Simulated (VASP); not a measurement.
# KBr (P4/mmm) in VASP: further runs

The runs below take KBr through single point, with HSE06.

Program: VASP 6.6.1. These are calculated values, not measurements. Logs are shortened: lines on timing, memory, paths and dates and some standing lists are left out, and cuts for length are marked.

## 1. The cell of the first run

Symmetry: P4/mmm, No. 123, tetragonal system. Conventional cell: a = 3.976 Å, b = 3.976 Å, c = 4.056 Å, α = 90.00°, β = 90.00°, γ = 90.00°. K (site symmetry 4/mmm) has 8 Br at 3.47 Å and 6 K at 3.98 to 4.06 Å within 4.6 Å. Within 4.6 Å of Br (site symmetry 4/mmm) lie 8 K at 3.47 Å and 6 Br at 3.98 to 4.06 Å.

## 2. Single point, HSE06 (uniaxial z strain +2.0%)

Input file POSCAR:

```
KBr
1.0
    3.9758690661      0.0000000000      0.0000000000
    0.0000000000      3.9758690661      0.0000000000
    0.0000000000      0.0000000000      4.0561816212
K Br
1 1
Direct
    0.0000000000      0.0000000000      0.0000000000
    0.5000000000      0.5000000000      0.5000000000
```

Input file INCAR.step1:

```
ALGO = Normal
EDIFF = 1E-5
ENCUT = 520
GGA = PE
ISIF = 2
ISMEAR = 0
LASPH = True
LREAL = False
LWAVE = True
NBANDS = 15
NELM = 60
PREC = Accurate
SIGMA = 0.01
```

Input file INCAR.step2:

```
ALGO = Normal
EDIFF = 1E-6
ENCUT = 520
GGA = PE
HFSCREEN = 0.2079
ISIF = 2
ISMEAR = 0
ISTART = 1
LASPH = True
LCHARG = True
LELF = True
LHFCALC = True
LREAL = False
LVHAR = True
LWAVE = False
NBANDS = 15
NELM = 60
PREC = Accurate
PRECFOCK = Normal
SIGMA = 0.01
```

Input file KPOINTS:

```
k-points
0
Gamma
  4 4 4
```

Potentials or basis: VASP PAW PBE potentials, release 64 (K_sv, Br).

Launch:

```bash
$ cat potpaw_PBE.64/K_sv/POTCAR potpaw_PBE.64/Br/POTCAR > POTCAR
$ cp INCAR.step1 INCAR
$ mpirun -np 1 vasp_std > vasp.out
$ cp INCAR.step2 INCAR
$ mpirun -np 1 vasp_std > vasp.out
```

OUTCAR:

```text
EDIFF = 1E-6
   ENCUT = 520
   GGA = PE
   HFSCREEN = 0.2079
   ISIF = 2
   ISMEAR = 0
   ISTART = 1
   LASPH = True
   LHFCALC = True
   LREAL = False
   NELM = 60
   PREC = Accurate
   PRECFOCK = Normal

 ion  position               nearest neighbor table
   1  0.000  0.000  0.000-
   2  0.500  0.500  0.500-

  LATTYP: Found a simple tetragonal cell.
 ALAT       =     3.9758690661
 C/A-ratio  =     1.0202000000

  Lattice vectors:

 A1 = (   3.9758690661,   0.0000000000,   0.0000000000)
 A2 = (   0.0000000000,   3.9758690661,   0.0000000000)
 A3 = (   0.0000000000,   0.0000000000,   4.0561816212)

Analysis of symmetry for initial positions (statically):
=====================================================================
 Subroutine PRICEL returns:
 Original cell was already a primitive cell.

 Routine SETGRP: Setting up the symmetry group for a
 simple tetragonal supercell.

 Subroutine GETGRP returns: Found 16 space group operations
 (whereof 16 operations were pure point group operations)
 out of a pool of 16 trial point group operations.

The static configuration has the point symmetry D_4h.

Analysis of symmetry for dynamics (positions and initial velocities):
=====================================================================
 Subroutine PRICEL returns:
 Original cell was already a primitive cell.

 Routine SETGRP: Setting up the symmetry group for a
 simple tetragonal supercell.

 Subroutine GETGRP returns: Found 16 space group operations
 (whereof 16 operations were pure point group operations)
 out of a pool of 16 trial point group operations.

The dynamic configuration has the point symmetry D_4h.

 Subroutine INISYM returns: Found 16 space group operations
 (whereof 16 operations are pure point group operations),
 and found     1 'primitive' translations

----------------------------------------------------------------------------------------

                                     Primitive cell

  volume of cell :      64.1182

  direct lattice vectors                    reciprocal lattice vectors
     3.975869066  0.000000000  0.000000000     0.251517337  0.000000000  0.000000000
     0.000000000  3.975869066  0.000000000     0.000000000  0.251517337  0.000000000
     0.000000000  0.000000000  4.056181621     0.000000000  0.000000000  0.246537284

  length of vectors
     3.975869066  3.975869066  4.056181621     0.251517337  0.251517337  0.246537284

  position of ions in fractional coordinates (direct lattice)
     0.000000000  0.000000000  0.000000000
     0.500000000  0.500000000  0.500000000

  ion indices of the primitive-cell ions
   primitive index   ion index
                 1           1
                 2           2

----------------------------------------------------------------------------------------

 KPOINTS: k-points

Automatic generation of k-mesh.
 Grid dimensions read from file:
 generate k-points for:    4    4    4

 Generating k-lattice:

  Cartesian coordinates                     Fractional coordinates (reciprocal lattice)
     0.062879334  0.000000000  0.000000000     0.250000000  0.000000000  0.000000000
     0.000000000  0.062879334  0.000000000     0.000000000  0.250000000  0.000000000
     0.000000000  0.000000000  0.061634321     0.000000000  0.000000000  0.250000000

  Length of vectors
     0.062879334  0.062879334  0.061634321

  Shift w.r.t. Gamma in fractional coordinates (k-lattice)
     0.000000000  0.000000000  0.000000000

 Subroutine IBZKPT returns following result:
 ===========================================

 Found     18 irreducible k-points:

 Following reciprocal coordinates:
            Coordinates               Weight
  0.000000  0.000000  0.000000      1.000000
  0.250000  0.000000  0.000000      4.000000
  0.500000  0.000000  0.000000      2.000000
  0.250000  0.250000  0.000000      4.000000
  0.500000  0.250000  0.000000      4.000000
  0.500000  0.500000  0.000000      1.000000
[... 10 lines left out ...]
  0.500000  0.250000  0.500000      4.000000
  0.500000  0.500000  0.500000      1.000000
   k-points           NKPTS =     18   k-points in BZ     NKDIM =     64   number of bands    NBANDS=     15
   number of dos      NEDOS =    301   number of ions     NIONS =      2
   total plane-waves  NPLWV =  27000
   dimension x,y,z NGX =    30 NGY =   30 NGZ =   30
   dimension x,y,z NGXF=    60 NGYF=   60 NGZF=   60
   ions per type =               1   1
   NGX,Y,Z   is equivalent  to a cutoff of  12.54, 12.54, 12.30 a.u.
   NGXF,Y,Z  is equivalent  to a cutoff of  25.09, 25.09, 24.59 a.u.
 SYSTEM =  unknown system
   PREC   = accura    normal or accurate (medium, high low for compatibility)
   ISTART =      1    job   : 0-new  1-cont  2-samecut
   ICHARG =      0    charge: 1-file 2-atom 10-const
   ISPIN  =      1    spin polarized calculation?
   LNONCOLLINEAR =      F non collinear calculations
   LSORBIT =      F    spin-orbit coupling
   LASPH  =      T    aspherical Exc in radial PAW
   ENCUT  =  520.0 eV  38.22 Ry    6.18 a.u.   7.39  7.39  7.54*2*pi/ulx,y,z
   NELM   =     60;   NELMIN=  2; NELMDL=  0     # of ELM steps
   EDIFF  = 0.1E-05   stopping-criterion for ELM
   LREAL  =      F    real-space projection
   EDIFFG = 0.1E-04   stopping-criterion for IOM
   NSW    =      0    number of steps for IOM
   IBRION =     -1    ionic relax: 0-MD 1-quasi-New 2-CG
   NFREE  =      0    steps in history (QN), initial steepest desc. (CG)
   ISIF   =      2    stress and relaxation
   ISYM   =      3    0-nonsym 1-usesym 2-fastsym
   POTIM  = 0.5000    time-step for ionic-motion
   TEBEG  =    0.0;   TEEND  =   0.0 temperature during run
   PSTRESS=    0.0 pullay stress
   NELECT =      16.0000    total number of electrons
   NUPDOWN=      -1.0000    fix difference up-down
   EMIN   =  10.00;   EMAX   =-10.00  energy-range for DOS
   EFERMI =   0.00;   METHOD = LEGACY
   ISMEAR =     0;   SIGMA  =   0.01  broadening in eV -4-tet -1-fermi 0-gaus
   EFERMI_NEDOS =   21; number of points for ismear=-14 and -15
   IALGO  =     38    algorithm
   IMIX   =      1    mixing-type and parameters
     AMIX     =   0.40;   BMIX     =  1.00
     AMIX_MAG =   1.60;   BMIX_MAG =  1.00
  volume/ion in A,a.u.               =      32.06       216.35
  Fermi-wavevector in a.u.,A,eV,Ry     =   1.030673  1.947690 14.453295  1.062287
  Thomas-Fermi vector in A             =   2.164783
   LORBIT       =      0    0 simple, 1 ext, 2 COOP (PROOUT), +10 PAW based schemes
   GGA     = PE    functional components
   LHFCALC =     T    Hartree Fock is set to
   PRECFOCK=normal    Normal, Fast or Accurate (Low or Medium for compatibility)
   ENCUT4O =  -1.0   cutoff for four orbital integrals eV
   NKREDX  =     1    reduce k-point grid by
   NKREDY  =     1    reduce k-point grid by
   NKREDZ  =     1    reduce k-point grid by
   AEXX    =    0.2500 exact exchange contribution
   HFSCREEN=    0.2079 screening length (either q_TF or 0.3 A-1)
   HFSCREENC=   0.2079 screening length for correlation (either q_TF or 0.3 A-1)
   ENCUTFOCK=  -1.0 apply spherical cutoff to Coloumb kernel
   IVDW    =     0    specifies the selected vdW correction
   LEPSILON=     F    determine dielectric tensor
   LRPA    =     F    only Hartree local field effects (RPA)
 non-spin polarized calculation
 Gauss-broadening in eV      SIGMA  =   0.01
  energy-cutoff  :      520.00
  volume of cell :       64.12
 maximum number of plane-waves:      1759
 NGX is ok and might be reduce to    30
  NGX = 24; NGY = 24; NGZ = 24

 number of electron      15.9999997 magnetization

 Free energy of the ion-electron system (eV)
  ---------------------------------------------------
  ext. energy  EPLUGINS =         0.00000000
  ---------------------------------------------------
  free energy    TOTEN  =        -7.02381833 eV

  energy without entropy =       -7.02381833  energy(sigma->0) =       -7.02381833

 E-fermi :  -1.3247     XC(G=0):  -6.6447

 val. band max:       -1.4002658759   @ k =   0.5000   0.0000   0.5000
 cond. band min:       3.6813052448   @ k =   0.0000   0.0000   0.0000
 fundamental gap:      5.0815711207
 Fermi energy:        -1.3246892083

 k-point     1 :       0.0000    0.0000    0.0000
  band No.  band energies     occupation
      1     -32.3121      2.00000
      2     -15.3530      2.00000
      3     -14.3821      2.00000
      4     -14.3777      2.00000
      5     -14.3777      2.00000
      6      -1.8095      2.00000
      7      -1.6836      2.00000
      8      -1.6836      2.00000
      9       3.6813      0.00000
     10       5.5892      0.00000
     11       5.6807      0.00000
     12       9.9074      0.00000
     13       9.9074      0.00000
     14      10.0530      0.00000
     15      12.4944      0.00000

 k-point     2 :       0.2500    0.0000    0.0000
  band No.  band energies     occupation
      1     -32.3057      2.00000
      2     -15.4293      2.00000
      3     -14.3695      2.00000
      4     -14.3657      2.00000
      5     -14.2806      2.00000
      6      -2.7765      2.00000
      7      -1.7901      2.00000
      8      -1.6596      2.00000
      9       4.9047      0.00000
     10       6.1410      0.00000
     11       6.9309      0.00000
     12       9.7291      0.00000
     13       9.8466      0.00000
     14      10.2052      0.00000
     15      10.6419      0.00000
[... 257 lines left out ...]
      3     -14.5293      2.00000
      4     -14.5000      2.00000
      5     -14.4245      2.00000
      6      -3.0326      2.00000
      7      -2.9777      2.00000
      8      -2.3166      2.00000
      9       5.8805      0.00000
     10       7.6100      0.00000
     11       7.6146      0.00000
     12       8.1804      0.00000
     13       9.9868      0.00000
     14      10.1383      0.00000
     15      11.4337      0.00000

 k-point    18 :       0.5000    0.5000    0.5000
  band No.  band energies     occupation
      1     -32.2783      2.00000
      2     -14.9036      2.00000
      3     -14.5076      2.00000
      4     -14.5076      2.00000
      5     -14.4785      2.00000
      6      -3.0445      2.00000
      7      -3.0445      2.00000
      8      -2.9957      2.00000
      9       7.1907      0.00000
     10       7.2392      0.00000
     11       7.2392      0.00000
     12       9.6000      0.00000
     13       9.7662      0.00000
     14       9.7662      0.00000
     15      11.6185      0.00000

------------------------ aborting loop because EDIFF is reached ----------------------------------------

  FORCE on cell =-STRESS in cart. coord.  units (eV):
  Direction    XX          YY          ZZ          XY          YZ          ZX
  --------------------------------------------------------------------------------------
  -------------------------------------------------------------------------------------
  Total        0.1657116      0.1657116     -0.1418340      0.0000000      0.0000000      0.0000000
  in kB        4.1407782      4.1407782     -3.5441271      0.0000000      0.0000000      0.0000000
  external PRESSURE =       1.5791431 kB  Pullay stress =       0.0000000 kB

 VOLUME and BASIS-vectors are now :
 -----------------------------------------------------------------------------
  energy-cutoff  :      520.00
  volume of cell :       64.12
      direct lattice vectors                 reciprocal lattice vectors
     3.975869066  0.000000000  0.000000000     0.251517337  0.000000000  0.000000000
     0.000000000  3.975869066  0.000000000     0.000000000  0.251517337  0.000000000
     0.000000000  0.000000000  4.056181621     0.000000000  0.000000000  0.246537284

 POSITION                                       TOTAL-FORCE (eV/Angst)
 -----------------------------------------------------------------------------------
      0.00000      0.00000      0.00000         0.000000      0.000000      0.000000
      1.98793      1.98793      2.02809         0.000000      0.000000      0.000000
 -----------------------------------------------------------------------------------
    total drift:                                0.000000      0.000000      0.000000

  FREE ENERGIE OF THE ION-ELECTRON SYSTEM (eV)
  ---------------------------------------------------
  free  energy   TOTEN  =        -7.0238183269 eV

  energy  without entropy=       -7.0238183269  energy(sigma->0) =       -7.02381833
```

Run time: 14 min. Hardware: 1 thread of AMD EPYC 7R43 (Zen 3), shared host; peak memory 0.25 GiB.

What came out:

```yaml
Free_energy: -7.0238 eV
Pressure: 0.2 GPa
Band_gap_on_the_k_mesh: 5.08 eV (least direct gap 5.36 eV)
```

Stress tensor (GPa, compression positive):
```
 0.41  0.00  0.00
 0.00  0.41  0.00
 0.00  0.00 -0.35
```

Caveat: the cell differs from its parent crystal (uniaxial z strain +2.0%); the PAW data sets were made with another functional, which shifts forces and pressure a little. A k mesh can miss the band edges.

[end of part 1 of 2]
